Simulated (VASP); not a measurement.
Ti3N3F: single point with PBE

The system is Ti3N3F, a slab with vacuum.

```xyz
7
Lattice="3.0029 0.0000 0.0000 -1.5014 2.6005 0.0000 0.0000 0.0000 21.5541" Properties=species:S:1:pos:R:3 pbc="T T T"
N     0.0000    1.7337    4.0000
N     0.0000    0.0000    6.4518
N     1.5014    0.8668    8.9392
Ti    1.5014    0.8668    5.2259
Ti    0.0000    1.7337    7.7058
Ti    0.0000    0.0000   10.0541
F    -0.5005    1.7337   11.4625
```

```
Program                : VASP 6.6.1
Task                   : single point
Functional             : PBE
Potentials or basis    : VASP PAW PBE potentials, release 64 (N, Ti_sv, F)
Cutoff                 : 520 eV
k mesh                 : 9 × 9 × 1
Occupations            : gaussian, width 0.1 eV
Spin                   : no spin polarisation
Dipole correction      : yes
Further INCAR settings : ALGO = Normal; EDIFF = 1e-06; NBANDS = 38
```

| Property | Result |
| --- | --- |
| Largest force | 5.466 eV/Å |
| Band gap on the k mesh | zero (bands 29 and 30 overlap by 0.20 eV) |

Forces in eV/Å, atoms in the order of the input:
```
N   -0.015 -0.002  4.198
N   -0.033 -0.012  1.215
N   -0.295  0.000  0.202
Ti   0.035  0.005 -5.465
Ti  -0.066  0.068  0.084
Ti  -0.491  0.477 -0.293
F    0.866 -0.536  0.060
```

Levels at points of the mesh, in eV from the Fermi level:
| k point | band 27 | band 28 | band 29 | band 30 | band 31 | band 32 |
| --- | --- | --- | --- | --- | --- | --- |
| (0.00, 0.00, 0.00) | -0.42 | -0.34 | 0.12 | 0.15 | 0.33 | 1.12 |

Run time: 8.8 min on 1 thread of Intel(R) Xeon(R) Platinum 8259CL CPU @ 2.50GHz (Skylake/Cascade Lake) (shared host), peak memory 0.41 GiB.
